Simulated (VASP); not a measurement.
# Al3Cu (P4/mmm) in VASP: a series of runs, part 2 of 2

VASP 6.6.1. The steps go on from the part before.

### Step 4. Single point, r2SCAN

This run uses another cell than the first one, of the same volume but with other edges.

POSCAR

```
Al3Cu
1.0
    2.9281894557      0.0000000000      0.0000000000
    0.0000000000      2.9281894557      0.0000000000
    0.0000000000      0.0000000000      6.8123086925
Al Cu
3 1
Direct
    0.0000000000      0.0000000000      0.5000000000
    0.5000000000      0.5000000000      0.2226430006
    0.5000000000      0.5000000000      0.7773569994
    0.0000000000      0.0000000000      0.0000000000
```

INCAR.step1

```
ALGO     = Normal         # electronic algorithm
EDIFF    = 1E-4           # SCF threshold, eV
ENCUT    = 520            # plane-wave cutoff, eV
GGA      = PE             # functional
ISMEAR   = 0              # smearing method
LASPH    = True           # aspherical terms in the spheres
LCHARG   = False          # write CHGCAR
LREAL    = False          # projectors in reciprocal space
LWAVE    = True           # write WAVECAR
NBANDS   = 18             # bands
NELM     = 80             # most SCF steps
PREC     = Accurate       # precision mode
SIGMA    = 0.15           # smearing width, eV
```

INCAR.step2

```
ALGO     = Normal         # electronic algorithm
EDIFF    = 1E-6           # SCF threshold, eV
ENCUT    = 520            # plane-wave cutoff, eV
ISIF     = 2              # what is computed and relaxed
ISMEAR   = 0              # smearing method
ISTART   = 1            
LASPH    = True           # aspherical terms in the spheres
LCHARG   = True           # write CHGCAR
LELF     = True           # ELF
LMIXTAU  = True         
LREAL    = False          # projectors in reciprocal space
LVHAR    = True         
LWAVE    = False          # write WAVECAR
METAGGA  = R2SCAN         # meta-GGA
NBANDS   = 18             # bands
NELM     = 80             # most SCF steps
PREC     = Accurate       # precision mode
SIGMA    = 0.15           # smearing width, eV
```

KPOINTS

```
k-points
0
Gamma
  18 18 8
```

Potentials or basis: VASP PAW PBE potentials, release 64 (Al, Cu).

Launch:

```bash
$ cat potpaw_PBE.64/Al/POTCAR potpaw_PBE.64/Cu/POTCAR > POTCAR
$ cp INCAR.step1 INCAR
$ mpirun -np 1 vasp_std > vasp.out
$ cp INCAR.step2 INCAR
$ mpirun -np 1 vasp_std > vasp.out
```

OUTCAR:

```text
EDIFF = 1E-6
   ENCUT = 520
   ISIF = 2
   ISMEAR = 0
   ISTART = 1
   LASPH = True
   LREAL = False
   METAGGA = R2SCAN
   NELM = 80
   PREC = Accurate

 ion  position               nearest neighbor table
   1  0.000  0.000  0.500-   2 2.80   3 2.80   2 2.80   3 2.80   2 2.80   3 2.80   2 2.80   3 2.80

   2  0.500  0.500  0.223-   4 2.57   4 2.57   4 2.57   4 2.57   1 2.80   1 2.80   1 2.80   1 2.80
                             3 3.03
   3  0.500  0.500  0.777-   4 2.57   4 2.57   4 2.57   4 2.57   1 2.80   1 2.80   1 2.80   1 2.80
[... 702 lines left out ...]

 [... further k-points ...]
[... 5 lines left out ...]
  --------------------------------------------------------------------------------------
  -------------------------------------------------------------------------------------
  Total       -0.8312338     -0.8312338      1.8227215      0.0000000      0.0000000      0.0000000
  in kB      -22.8003281    -22.8003281     49.9963426      0.0000000      0.0000000      0.0000000
  external PRESSURE =       1.4652288 kB  Pullay stress =       0.0000000 kB

 VOLUME and BASIS-vectors are now :
 -----------------------------------------------------------------------------
  energy-cutoff  :      520.00
  volume of cell :       58.41
      direct lattice vectors                 reciprocal lattice vectors
     2.928189456  0.000000000  0.000000000     0.341507957  0.000000000  0.000000000
     0.000000000  2.928189456  0.000000000     0.000000000  0.341507957  0.000000000
     0.000000000  0.000000000  6.812308693     0.000000000  0.000000000  0.146793113

 POSITION                                       TOTAL-FORCE (eV/Angst)
 -----------------------------------------------------------------------------------
      0.00000      0.00000      3.40615         0.000000      0.000000      0.000000
      1.46409      1.46409      1.51671         0.000000      0.000000     -0.006358
      1.46409      1.46409      5.29560         0.000000     -0.000000      0.006358
      0.00000      0.00000      0.00000         0.000000      0.000000      0.000000
 -----------------------------------------------------------------------------------
    total drift:                               -0.000000      0.000000     -0.000000

  FREE ENERGIE OF THE ION-ELECTRON SYSTEM (eV)
  ---------------------------------------------------
  free  energy   TOTEN  =       -31.1717770911 eV

  energy  without entropy=      -31.1529688765  energy(sigma->0) =      -31.16237298
```

It took 5.7 min on 1 thread of Intel Xeon 6975P-C (Granite Rapids), shared host; peak memory 0.39 GiB.

Results:

- Free energy: -31.1718 eV
- Pressure: 0.1 GPa
- Largest force: 0.006 eV/Å
- Band gap on the k mesh: zero (bands 10 and 11 overlap by 7.62 eV)

Forces on the atoms (eV/Å):
```
Al   0.000  0.000  0.000
Al   0.000  0.000 -0.006
Al   0.000  0.000  0.006
Cu   0.000  0.000  0.000
```

Caveat: the PAW data sets were made with another functional, which shifts forces and pressure a little.

### Step 5. Single point, r2SCAN

This run uses another cell than the first one, of the same volume but with other edges.

POSCAR

```
Al3Cu
1.0
    2.6102277291      0.0000000000      0.0000000000
    0.0000000000      2.6102277291      0.0000000000
    0.0000000000      0.0000000000      8.5730600591
Al Cu
3 1
Direct
    0.0000000000      0.0000000000      0.5000000000
    0.5000000000      0.5000000000      0.2226430006
    0.5000000000      0.5000000000      0.7773569994
    0.0000000000      0.0000000000      0.0000000000
```

INCAR.step1

```
SYSTEM = Al3Cu
PREC     = Accurate       ! precision mode
ENCUT    = 520            ! plane-wave cutoff, eV
ISMEAR   = 0              ! smearing method
SIGMA    = 0.15           ! smearing width, eV
LREAL    = .FALSE.        ! projectors in reciprocal space
LASPH    = .TRUE.         ! aspherical terms in the spheres
NELM     = 100            ! most SCF steps
NBANDS   = 18             ! bands
GGA      = PE             ! functional
ALGO     = Normal         ! electronic algorithm
EDIFF    = 1E-4           ! SCF threshold, eV
LWAVE    = .TRUE.         ! write WAVECAR
LCHARG   = .FALSE.        ! write CHGCAR
```

INCAR.step2

```
SYSTEM = Al3Cu
PREC     = Accurate       ! precision mode
ENCUT    = 520            ! plane-wave cutoff, eV
EDIFF    = 1E-6           ! SCF threshold, eV
ISMEAR   = 0              ! smearing method
SIGMA    = 0.15           ! smearing width, eV
LREAL    = .FALSE.        ! projectors in reciprocal space
LASPH    = .TRUE.         ! aspherical terms in the spheres
NELM     = 100            ! most SCF steps
ALGO     = Normal         ! electronic algorithm
ISIF     = 2              ! what is computed and relaxed
LWAVE    = .FALSE.        ! write WAVECAR
LCHARG   = .FALSE.        ! write CHGCAR
METAGGA  = R2SCAN         ! meta-GGA
LMIXTAU  = .TRUE.       
NBANDS   = 18             ! bands
ISTART   = 1
```

KPOINTS

```
Automatic mesh
0
G
  18 18 8
  0 0 0
```

Launch:

```bash
$ cat potpaw_PBE.64/Al/POTCAR potpaw_PBE.64/Cu/POTCAR > POTCAR
$ cp INCAR.step1 INCAR
$ mpirun -np 1 vasp_std > vasp.out
$ cp INCAR.step2 INCAR
$ mpirun -np 1 vasp_std > vasp.out
```

Run time: 7.8 min. Hardware: 1 thread of Intel Xeon 6975P-C (Granite Rapids), shared host; peak memory 0.37 GiB.

The run converged. Its results:

- Free energy: -30.8656 eV
- Pressure: 3.1 GPa
- Largest force: 0.174 eV/Å
- Band gap on the k mesh: zero (bands 10 and 11 overlap by 4.00 eV)

Forces on the atoms (eV/Å):
```
Al   0.000  0.000  0.000
Al   0.000  0.000  0.174
Al   0.000  0.000 -0.174
Cu   0.000  0.000  0.000
```

Stress tensor (GPa, compression positive):
```
 10.45   0.00   0.00
  0.00  10.45   0.00
  0.00   0.00 -11.60
```

Levels at points of the mesh, in eV from the Fermi level:
```tsv
k point	band 8	band 9	band 10	band 11	band 12	band 13
(0.00, 0.00, 0.00)	-3.52	-3.09	-1.89	6.30	7.72	8.10
(0.50, 0.00, 0.00)	-3.65	-3.41	-2.67	-1.64	1.45	2.42
(0.50, 0.50, 0.00)	0.60	0.63	0.63	0.69	0.69	0.80
(0.00, 0.00, 0.50)	-3.52	-3.09	0.75	2.46	8.07	9.16
(0.50, 0.00, 0.50)	-3.41	-2.69	-2.02	-1.38	-0.13	-0.04
(0.50, 0.50, 0.50)	-1.03	-1.03	0.55	0.58	1.44	3.02
```

Caveat: the cell stands under pressure; the PAW data sets were made with another functional, which shifts forces and pressure a little.

### Step 6. Overview

| cell | gap on the mesh (eV) | pressure (GPa) | largest force (eV/Å) |
| --- | --- | --- | --- |
| a = 2.988, b = 2.988, c = 6.542 Å, 4 atoms | none | 0.3 | 0.06 |
| a = 2.542, b = 2.542, c = 9.043 Å, 4 atoms | none | 6.2 | 0.16 |
| a = 2.928, b = 2.928, c = 6.812 Å, 4 atoms | none | 0.1 | 0.01 |
| a = 2.610, b = 2.610, c = 8.573 Å, 4 atoms | none | 3.1 | 0.17 |

Alike in all rows: task single point; level r2SCAN; potentials or basis VASP PAW PBE potentials, release 64 (Al, Cu); no spin polarisation; k mesh 18 × 18 × 8; cutoff (eV) 520; smearing gaussian 0.15 eV.

Caveats: the PAW data sets were made with another functional, which shifts forces and pressure a little; the cell stands under pressure (at least some runs).

Absolute energies hang on the potentials; compare differences alone.
